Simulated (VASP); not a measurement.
Input of a VASP 6.6.1 run:

The input INCAR:

```
PREC = Accurate
ENCUT = 520
EDIFF = 1E-7
ISMEAR = 0
SIGMA = 0.1
LREAL = F
LASPH = T
NELM = 80
ALGO = Normal
ISIF = 2
LWAVE = F
LCHARG = T
GGA = PE
LELF = T
LVHAR = T
NBANDS = 26
```

The input KPOINTS:

```
regular mesh
0
Gamma
  12 12 6
```

Contents of POSCAR:

```
Zr2Si3
1.0
    3.7456328036      0.0000000000      0.0000000000
   -1.8728164018      3.2438131612      0.0000000000
    0.0000000000      0.0000000000      7.7418673963
Zr Si
2 3
Direct
    0.3333333333      0.6666666667      0.1966296149
    0.6666666667      0.3333333333      0.8033703851
    0.0000000000      0.0000000000      0.0000000000
    0.3333333333      0.6666666667      0.5703772283
    0.6666666667      0.3333333333      0.4296227717
```

Potentials or basis: VASP PAW PBE potentials, release 64 (Zr_sv, Si).

Launch:

```sh
$ cat potpaw_PBE.64/Zr_sv/POTCAR potpaw_PBE.64/Si/POTCAR > POTCAR
$ mpirun -np 1 vasp_std > vasp.out
```

Q: Estimate the band gap on the k mesh.

A: Zero (bands 18 and 19 overlap by 0.53 eV).

Q: What does it give for the largest force?

A: 0.009 eV/Å.

Forces in eV/Å, atoms in the order of the input:
```
Zr   0.000  0.000 -0.002
Zr   0.000  0.000  0.002
Si   0.000  0.000  0.000
Si   0.000  0.000 -0.009
Si   0.000  0.000  0.009
```
